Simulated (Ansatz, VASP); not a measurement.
AlNi: VASP beside Ansatz

```xyz
2
Lattice="2.8810 0.0000 0.0000 0.0000 2.8810 0.0000 0.0000 0.0000 2.8810" Properties=species:S:1:pos:R:3 pbc="T T T"
Ni    1.4405    1.4405    1.4405
Al    0.0000    0.0000    0.0000
```

Alike in both runs: task single point; functional PBE; k mesh 8 × 8 × 8; occupations fermi-dirac, width 0.05 eV; collinear spin; fixed moment 0.8 μB.

|  | VASP | Ansatz |
| --- | --- | --- |
| version | VASP 6.6.1 | Ansatz 0.2.0 |
| potentials or method | VASP PAW PBE potentials, release 64 (Ni_sv_GW, Al) | Ansatz PAW |
| plane-wave cutoff (eV) | 690 | 420 |
| valence electrons in the cell | 21 | 21 |

VASP gave:

```
pressure (GPa)                                                : 3.2
net moment per atom (μB)                                      : 0.40
size of the moment on the site where the two differ most (μB) : 0.05
```

**Question.** Which values does Ansatz return?

**Answer.** Pressure (GPa): 4.4; net moment per atom (μB): 0.40; size of the moment on the site where the two differ most (μB): 0.08.

Site moments also hang on the region over which each program counts them.
